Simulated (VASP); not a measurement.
A run of VASP 6.6.1:

File INCAR:

```
SYSTEM = Si2Bi2S
  PREC = Accurate
  ENCUT = 520
  EDIFF = 1E-6
  ISMEAR = 0
  SIGMA = 0.1
  LREAL = .FALSE.
  LASPH = .TRUE.
  NELM = 80
  ALGO = Normal
  ISIF = 2
  LWAVE = .FALSE.
  LCHARG = .FALSE.
  GGA = PE
  NBANDS = 30
```

File KPOINTS:

```
Automatic mesh
0
G
  10 10 10
  0 0 0
```

POSCAR

```
Si2Bi2S
1.0
   -2.6234155577      2.6234155577      4.3821670475
    2.6234155577     -2.6234155577      4.3821670475
    2.6234155577      2.6234155577     -4.3821670475
Si Bi S
2 2 1
Direct
    0.6325290764      0.6325290764      0.0000000000
    0.3674709236      0.3674709236      0.0000000000
    0.7500000000      0.2500000000      0.5000000000
    0.2500000000      0.7500000000      0.5000000000
    0.0000000000      0.0000000000      0.0000000000
```

Potentials or basis: VASP PAW PBE potentials, release 64 (Si, Bi_d, S).

Command:

```bash
$ cat potpaw_PBE.64/Si/POTCAR potpaw_PBE.64/Bi_d/POTCAR potpaw_PBE.64/S/POTCAR > POTCAR
$ mpirun -np 1 vasp_std > vasp.out
```

Hardware: 1 thread of Intel(R) Xeon(R) Platinum 8559C (Emerald Rapids), on a shared host.

Task: How long does it take, and how much memory?

Result: Run time: 4.1 min on 1 thread of Intel(R) Xeon(R) Platinum 8559C (Emerald Rapids) (shared host), peak memory 0.53 GiB. Counts: scf iterations 14, k points 102.
